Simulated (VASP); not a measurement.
Here is a VASP 6.6.1 calculation.

File INCAR:

```
SYSTEM = InAs
PREC = Accurate
ENCUT = 520
EDIFF = 1E-7
ISMEAR = -1
SIGMA = 0.15
LREAL = .False.
LASPH = .True.
NELM = 100
ALGO = Normal
ISIF = 2
LWAVE = .False.
LCHARG = .False.
GGA = PS
NBANDS = 16
```

Contents of KPOINTS:

```
regular mesh
0
Gamma
  12 12 12
  0 0 0
```

POSCAR

```
InAs
1.0
    0.0000000000      2.9813745996      2.9813745996
    2.9813745996      0.0000000000      2.9813745996
    2.9813745996      2.9813745996      0.0000000000
In As
1 1
Direct
    0.0000000000      0.0000000000      0.0000000000
    0.7500000000      0.7500000000      0.7500000000
```

Potentials or basis: VASP PAW PBE potentials, release 64 (In_d, As).

The run is started by

```bash
$ cat potpaw_PBE.64/In_d/POTCAR potpaw_PBE.64/As/POTCAR > POTCAR
$ mpirun -np 1 vasp_std > vasp.out
```

Task: Predict the band gap on the k mesh.

Result: Zero (filled and empty bands touch).

Task: What does it give for the pressure?

Result: 4.1 GPa.

Caveat: the cell stands under pressure; semilocal functionals underestimate gaps, and a narrow one can read as zero; the PAW data sets were made with another functional, which shifts forces and pressure a little; spin-orbit coupling is left out, which moves the levels of the heavy elements.
